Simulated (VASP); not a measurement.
# Cu12Si in VASP: single point with PBE

Aim: the single point of Cu12Si with PBE.

All numbers are computed with VASP 6.6.1; they aren't measurements. Logs are shortened: lines on timing, memory, paths and dates and some standing lists are left out, and cuts for length are marked.

## Step 1: The cell of the first run

The cell holds a slab with vacuum, 13 atoms: a = 5.133 Å, b = 5.133 Å, c = 19.029 Å, α = 90.00°, β = 90.00°, γ = 90.00°.

## Step 2: Single point, PBE

Input file INCAR:

```
ALGO = Normal ; DIPOL = 0.5 0.5 0.317
EDIFF = 1E-6 ; ENCUT = 520
GGA = PE ; IDIPOL = 3
ISIF = 2 ; ISMEAR = 0
LASPH = True ; LCHARG = True
LDIPOL = True ; LELF = True
LREAL = False ; LVACPOTAV = True
LVHAR = True ; LWAVE = False
NBANDS = 80 ; NELM = 60
PREC = Accurate ; SIGMA = 0.1
```

Input file KPOINTS:

```
k-points
0
Gamma
  5 5 1
```

Input file POSCAR:

```
Cu12Si
1.0
    5.1332392713      0.0000000000      0.0000000000
    0.0000000000      5.1332392713      0.0000000000
    0.0000000000      0.0000000000     19.0289058448
Cu Si
12 1
Direct
    0.2500000000      0.2500000000      0.2102065160
    0.2500000000      0.7500000000      0.2102065160
    0.7500000000      0.2500000000      0.2102065160
    0.7500000000      0.7500000000      0.2102065160
    0.0000000000      0.0000000000      0.3029343270
    0.0000000000      0.5000000000      0.3029343270
    0.5000000000      0.0000000000      0.3029343270
    0.5000000000      0.5000000000      0.3029343270
    0.2500000000      0.2500000000      0.3956562666
    0.2500000000      0.7500000000      0.3956562666
    0.7500000000      0.2500000000      0.3956562666
    0.7500000000      0.7500000000      0.3956562666
    0.4166666667      0.5000000000      0.4800567515
```

Potentials or basis: VASP PAW PBE potentials, release 64 (Cu, Si).

On the command line:

```console
$ cat potpaw_PBE.64/Cu/POTCAR potpaw_PBE.64/Si/POTCAR > POTCAR
$ mpirun -np 1 vasp_std > vasp.out
```

OUTCAR:

```text
EDIFF = 1E-6
   ENCUT = 520
   GGA = PE
   ISIF = 2
   ISMEAR = 0
   LASPH = True
   LREAL = False
   NELM = 60
   PREC = Accurate

 ion  position               nearest neighbor table
   1  0.250  0.250  0.210-   5 2.53   6 2.53   7 2.53   8 2.53   2 2.57   3 2.57   2 2.57   3 2.57

   2  0.250  0.750  0.210-   5 2.53   6 2.53   7 2.53   8 2.53   1 2.57   4 2.57   1 2.57   4 2.57

   3  0.750  0.250  0.210-   5 2.53   6 2.53   7 2.53   8 2.53   1 2.57   4 2.57   4 2.57   1 2.57

   4  0.750  0.750  0.210-   5 2.53   6 2.53   7 2.53   8 2.53   2 2.57   3 2.57   3 2.57   2 2.57

   5  0.000  0.000  0.303-   9 2.53  10 2.53  11 2.53  12 2.53   1 2.53   2 2.53   3 2.53   4 2.53
                             6 2.57   7 2.57   6 2.57   7 2.57
   6  0.000  0.500  0.303-   9 2.53  10 2.53  11 2.53  12 2.53   1 2.53   2 2.53   3 2.53   4 2.53
                             5 2.57   8 2.57   5 2.57   8 2.57
   7  0.500  0.000  0.303-   9 2.53  10 2.53  11 2.53  12 2.53   1 2.53   2 2.53   3 2.53   4 2.53
                             5 2.57   8 2.57   8 2.57   5 2.57
   8  0.500  0.500  0.303-   9 2.53  10 2.53  11 2.53  12 2.53   1 2.53   2 2.53   3 2.53   4 2.53
                             6 2.57   7 2.57   7 2.57   6 2.57
   9  0.250  0.250  0.396-  13 2.23   6 2.53   7 2.53   8 2.53   5 2.53  11 2.57  10 2.57  10 2.57
                            11 2.57
  10  0.250  0.750  0.396-  13 2.23   6 2.53   7 2.53   8 2.53   5 2.53  12 2.57   9 2.57   9 2.57
                            12 2.57
  11  0.750  0.250  0.396-   5 2.53   6 2.53   7 2.53   8 2.53   9 2.57  12 2.57  12 2.57   9 2.57
                            13 2.67
  12  0.750  0.750  0.396-   5 2.53   6 2.53   7 2.53   8 2.53  10 2.57  11 2.57  11 2.57  10 2.57
                            13 2.67
  13  0.417  0.500  0.480-   9 2.23  10 2.23  11 2.67  12 2.67

  LATTYP: Found a simple tetragonal cell.
 ALAT       =     5.1332392713
 C/A-ratio  =     3.7069976362

  Lattice vectors:

 A1 = (   5.1332392713,   0.0000000000,   0.0000000000)
 A2 = (   0.0000000000,   5.1332392713,   0.0000000000)
 A3 = (   0.0000000000,   0.0000000000,  19.0289058448)

Analysis of symmetry for initial positions (statically):
=====================================================================
 Subroutine PRICEL returns:
 Original cell was already a primitive cell.

 Routine SETGRP: Setting up the symmetry group for a
 simple tetragonal supercell.

 Subroutine GETGRP returns: Found  2 space group operations
 (whereof  2 operations were pure point group operations)
 out of a pool of 16 trial point group operations.

The static configuration has the point symmetry C_1h.

Analysis of symmetry for dynamics (positions and initial velocities):
=====================================================================
 Subroutine PRICEL returns:
 Original cell was already a primitive cell.

 Routine SETGRP: Setting up the symmetry group for a
 simple tetragonal supercell.

 Subroutine GETGRP returns: Found  2 space group operations
 (whereof  2 operations were pure point group operations)
 out of a pool of 16 trial point group operations.

The dynamic configuration has the point symmetry C_1h.

 Subroutine INISYM returns: Found  2 space group operations
 (whereof  2 operations are pure point group operations),
 and found     1 'primitive' translations

----------------------------------------------------------------------------------------

                                     Primitive cell

  volume of cell :     501.4144

  direct lattice vectors                    reciprocal lattice vectors
     5.133239271  0.000000000  0.000000000     0.194808764  0.000000000  0.000000000
     0.000000000  5.133239271  0.000000000     0.000000000  0.194808764  0.000000000
     0.000000000  0.000000000 19.028905845     0.000000000  0.000000000  0.052551629

  length of vectors
     5.133239271  5.133239271 19.028905845     0.194808764  0.194808764  0.052551629

  position of ions in fractional coordinates (direct lattice)
     0.250000000  0.250000000  0.210206516
     0.250000000  0.750000000  0.210206516
     0.750000000  0.250000000  0.210206516
     0.750000000  0.750000000  0.210206516
     0.000000000  0.000000000  0.302934327
     0.000000000  0.500000000  0.302934327
     0.500000000  0.000000000  0.302934327
     0.500000000  0.500000000  0.302934327
     0.250000000  0.250000000  0.395656267
     0.250000000  0.750000000  0.395656267
     0.750000000  0.250000000  0.395656267
     0.750000000  0.750000000  0.395656267
     0.416666667  0.500000000  0.480056752

  ion indices of the primitive-cell ions
   primitive index   ion index
                 1           1
                 2           2
                 3           3
                 4           4
                 5           5
                 6           6
                 7           7
                 8           8
                 9           9
                10          10
                11          11
                12          12
                13          13

----------------------------------------------------------------------------------------

 KPOINTS: k-points

Automatic generation of k-mesh.
 Grid dimensions read from file:
 generate k-points for:    5    5    1

 Generating k-lattice:

  Cartesian coordinates                     Fractional coordinates (reciprocal lattice)
     0.038961753  0.000000000  0.000000000     0.200000000  0.000000000  0.000000000
     0.000000000  0.038961753  0.000000000     0.000000000  0.200000000  0.000000000
     0.000000000  0.000000000  0.052551629     0.000000000  0.000000000  1.000000000

  Length of vectors
     0.038961753  0.038961753  0.052551629

  Shift w.r.t. Gamma in fractional coordinates (k-lattice)
     0.000000000  0.000000000  0.000000000

 Subroutine IBZKPT returns following result:
 ===========================================

 Found      9 irreducible k-points:

 Following reciprocal coordinates:
            Coordinates               Weight
  0.000000  0.000000  0.000000      1.000000
  0.200000  0.000000  0.000000      2.000000
  0.000000  0.200000  0.000000      2.000000
  0.400000  0.000000  0.000000      2.000000
  0.000000  0.400000  0.000000      2.000000
  0.200000  0.200000  0.000000      4.000000
  0.400000  0.200000  0.000000      4.000000
 -0.200000  0.400000  0.000000      4.000000
  0.400000  0.400000  0.000000      4.000000
   k-points           NKPTS =      9   k-points in BZ     NKDIM =      9   number of bands    NBANDS=     80
   number of dos      NEDOS =    301   number of ions     NIONS =     13
   total plane-waves  NPLWV = 230400
   dimension x,y,z NGX =    40 NGY =   40 NGZ =  144
   dimension x,y,z NGXF=    80 NGYF=   80 NGZF=  288
   ions per type =              12   1
   NGX,Y,Z   is equivalent  to a cutoff of  12.95, 12.95, 12.58 a.u.
   NGXF,Y,Z  is equivalent  to a cutoff of  25.91, 25.91, 25.16 a.u.
 SYSTEM =  unknown system
   PREC   = accura    normal or accurate (medium, high low for compatibility)
   ISTART =      0    job   : 0-new  1-cont  2-samecut
   ICHARG =      2    charge: 1-file 2-atom 10-const
   ISPIN  =      1    spin polarized calculation?
   LNONCOLLINEAR =      F non collinear calculations
   LSORBIT =      F    spin-orbit coupling
   LASPH  =      T    aspherical Exc in radial PAW
   ENCUT  =  520.0 eV  38.22 Ry    6.18 a.u.   9.54  9.54 35.38*2*pi/ulx,y,z
   NELM   =     60;   NELMIN=  2; NELMDL= -5     # of ELM steps
   EDIFF  = 0.1E-05   stopping-criterion for ELM
   LREAL  =      F    real-space projection
[... 7 lines left out ...]
   TEBEG  =    0.0;   TEEND  =   0.0 temperature during run
   PSTRESS=    0.0 pullay stress
   NELECT =     136.0000    total number of electrons
   NUPDOWN=      -1.0000    fix difference up-down
   EMIN   =  10.00;   EMAX   =-10.00  energy-range for DOS
   EFERMI =   0.00;   METHOD = LEGACY
   ISMEAR =     0;   SIGMA  =   0.10  broadening in eV -4-tet -1-fermi 0-gaus
   EFERMI_NEDOS =   21; number of points for ismear=-14 and -15
   IALGO  =     38    algorithm
   IMIX   =      4    mixing-type and parameters
     AMIX     =   0.40;   BMIX     =  1.00
     AMIX_MAG =   1.60;   BMIX_MAG =  1.00
  volume/ion in A,a.u.               =      38.57       260.29
  Fermi-wavevector in a.u.,A,eV,Ry     =   1.059714  2.002570 15.279271  1.122995
  Thomas-Fermi vector in A             =   2.195070
   LORBIT       =      0    0 simple, 1 ext, 2 COOP (PROOUT), +10 PAW based schemes
   GGA     = PE    functional components
   LHFCALC =     F    Hartree Fock is set to
   AEXX    =    0.0000 exact exchange contribution
   IVDW    =     0    specifies the selected vdW correction
   LEPSILON=     F    determine dielectric tensor
   LRPA    =     F    only Hartree local field effects (RPA)
 non-spin polarized calculation
 Gauss-broadening in eV      SIGMA  =   0.10
  energy-cutoff  :      520.00
  volume of cell :      501.41
 maximum number of plane-waves:     13595
 NGX is ok and might be reduce to    40
   NGX = 19   NGY = 19   NGZ = 71

 dipolmoment           0.000000      0.000000     -0.137295 electrons x Angstroem

 number of electron     135.9999786 magnetization

 dipolmoment           0.000000      0.000000      0.033220 electrons x Angstroem

 Free energy of the ion-electron system (eV)
  ---------------------------------------------------
  ext. energy  EPLUGINS =         0.00000000
  ---------------------------------------------------
  free energy    TOTEN  =       -44.82476683 eV

  energy without entropy =      -44.79021968  energy(sigma->0) =      -44.80749325

 E-fermi :  -0.7859     XC(G=0):  -5.0029

 val. band max:       -0.8033551647   @ k =   0.0000   0.0000   0.0000
 cond. band min:      -0.7684422684   @ k =   0.4000   0.2000   0.0000
 fundamental gap:      0.0349128964
 Fermi energy:        -0.7859206483

 k-point     1 :       0.0000    0.0000    0.0000
  band No.  band energies     occupation
      1      -9.7142      2.00000
      2      -8.3338      2.00000
      3      -6.1102      2.00000
      4      -5.7139      2.00000
      5      -5.7046      2.00000
      6      -5.4967      2.00000
[... 72 lines left out ...]
     79       3.6814      0.00000
     80       4.1514      0.00000

 k-point     2 :       0.2000    0.0000    0.0000
  band No.  band energies     occupation
      1      -9.5377      2.00000
      2      -8.2251      2.00000
      3      -6.2713      2.00000
      4      -5.9798      2.00000
      5      -5.5781      2.00000
      6      -5.4381      2.00000
[... 72 lines left out ...]
     79       3.8231      0.00000
     80       3.8842      0.00000
[... 496 lines left out ...]
     79       4.1794      0.00000
     80       4.4425      0.00000

 k-point     9 :       0.4000    0.4000    0.0000
  band No.  band energies     occupation
      1      -8.8169      2.00000
      2      -7.3027      2.00000
      3      -6.5769      2.00000
      4      -6.4272      2.00000
      5      -5.8602      2.00000
      6      -5.2764      2.00000
[... 72 lines left out ...]
     79       4.7256      0.00000
     80       4.9745      0.00000

------------------------ aborting loop because EDIFF is reached ----------------------------------------

  FORCE on cell =-STRESS in cart. coord.  units (eV):
  Direction    XX          YY          ZZ          XY          YZ          ZX
  --------------------------------------------------------------------------------------
  -------------------------------------------------------------------------------------
  Total       -3.7463686     -2.3910435      2.0970069      0.0000000      0.0000000      1.7015094
  in kB      -11.9708298     -7.6401383      6.7005986      0.0000000      0.0000000      5.4368594
  external PRESSURE =      -4.3034565 kB  Pullay stress =       0.0000000 kB

 VOLUME and BASIS-vectors are now :
 -----------------------------------------------------------------------------
  energy-cutoff  :      520.00
  volume of cell :      501.41
      direct lattice vectors                 reciprocal lattice vectors
     5.133239271  0.000000000  0.000000000     0.194808764  0.000000000  0.000000000
     0.000000000  5.133239271  0.000000000     0.000000000  0.194808764  0.000000000
     0.000000000  0.000000000 19.028905845     0.000000000  0.000000000  0.052551629

 POSITION                                       TOTAL-FORCE (eV/Angst)
 -----------------------------------------------------------------------------------
      1.28331      1.28331      4.00000        -0.064796     -0.073376     -0.036539
      1.28331      3.84993      4.00000        -0.064796      0.073376     -0.036539
      3.84993      1.28331      4.00000         0.062060     -0.090200     -0.057256
      3.84993      3.84993      4.00000         0.062060      0.090200     -0.057256
      0.00000      0.00000      5.76451        -0.042666      0.000000     -0.190977
      0.00000      2.56662      5.76451        -0.005842      0.000000     -0.133216
      2.56662      0.00000      5.76451         0.052903      0.000000     -0.131078
      2.56662      2.56662      5.76451         0.024474      0.000000     -0.369913
      1.28331      1.28331      7.52891        -0.430810     -0.604960     -0.065168
      1.28331      3.84993      7.52891        -0.430810      0.604960     -0.065168
      3.84993      1.28331      7.52891        -0.120210      0.051135      0.551437
      3.84993      3.84993      7.52891        -0.120210     -0.051135      0.551437
      2.13885      2.56662      9.13495         1.078643      0.000000      0.040237
 -----------------------------------------------------------------------------------
    total drift:                               -0.000250      0.000000     -0.000719

  FREE ENERGIE OF THE ION-ELECTRON SYSTEM (eV)
  ---------------------------------------------------
  free  energy   TOTEN  =       -44.8247668282 eV

  energy  without entropy=      -44.7902196787  energy(sigma->0) =      -44.80749325

 vacuum level on the upper side and lower side of the slab         4.063         3.835
```

It took 13 min on 1 thread of Intel Xeon Platinum 8488C (Sapphire Rapids), shared host; peak memory 0.65 GiB.

What came out:

| Quantity | Value |
| --- | --- |
| Free energy | -44.8248 eV |
| Largest force | 1.079 eV/Å |
| Band gap on the k mesh | zero (bands 68 and 69 overlap by 0.59 eV) |

Forces in eV/Å, atoms in the order of the input:
```
Cu  -0.065 -0.073 -0.037
Cu  -0.065  0.073 -0.037
Cu   0.062 -0.090 -0.057
Cu   0.062  0.090 -0.057
Cu  -0.043  0.000 -0.191
Cu  -0.006  0.000 -0.133
Cu   0.053  0.000 -0.131
Cu   0.024  0.000 -0.370
Cu  -0.431 -0.605 -0.065
Cu  -0.431  0.605 -0.065
Cu  -0.120  0.051  0.551
Cu  -0.120 -0.051  0.551
Si   1.079  0.000  0.040
```
